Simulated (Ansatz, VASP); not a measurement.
**One calculation of BN, two programs**

Contents of INCAR:

```
PREC = Accurate ; ENCUT = 600
EDIFF = 1E-6 ; ISMEAR = 0
SIGMA = 0.05 ; LREAL = F
LASPH = T ; NELM = 120
ALGO = Normal ; ISIF = 2
LWAVE = F ; LCHARG = T
GGA = PS ; LELF = T
LVHAR = T ; NBANDS = 11
GGA_COMPAT = F
```

KPOINTS

```
Automatic mesh
0
Gamma
  8 8 8
```

File POSCAR:

```
BN
1.0
    0.0000000000      1.8048254535      1.8048254535
    1.8048254535      0.0000000000      1.8048254535
    1.8048254535      1.8048254535      0.0000000000
B N
1 1
Direct
    0.0000000000      0.0000000000      0.0000000000
    0.2500000000      0.2500000000      0.2500000000
```

Input for Ansatz:

```yaml
crystal:
  lattice:
    - [0.0, 1.8048254535, 1.8048254535]
    - [1.8048254535, 0.0, 1.8048254535]
    - [1.8048254535, 1.8048254535, 0.0]
  atoms:
    - { symbol: B, position: [0.0, 0.0, 0.0] }
    - { symbol: "N", position: [0.25, 0.25, 0.25] }
kpoints:
  mp_grid: { grid: [8, 8, 8] }
hamiltonian:
  xc: pbesol
scf:
  occupations: { method: gaussian, width: 0.05 }
  n_extra_bands: 4
output:
  forces: true
  stress: true
  eigenvalues: true
```

Alike in both runs: task single point; functional PBEsol; k mesh 8 × 8 × 8; occupations gaussian, width 0.05 eV; no spin polarisation.

|  | VASP | Ansatz |
| --- | --- | --- |
| version | VASP 6.6.1 | Ansatz 0.2.0 |
| potentials or method | VASP PAW PBE potentials, release 64 (B, N) | plane waves |
| plane-wave cutoff (eV) | 600 | 420 |
| valence electrons in the cell | 8 | 8 |

```tsv
	VASP	Ansatz	Ansatz less VASP
gap on the k mesh at the Fermi level (eV)	4.28	4.29	+0.013
pressure (GPa)	-0.9	-1.3	-0.33
```

VASP's potentials were made for PBE, not for PBEsol.
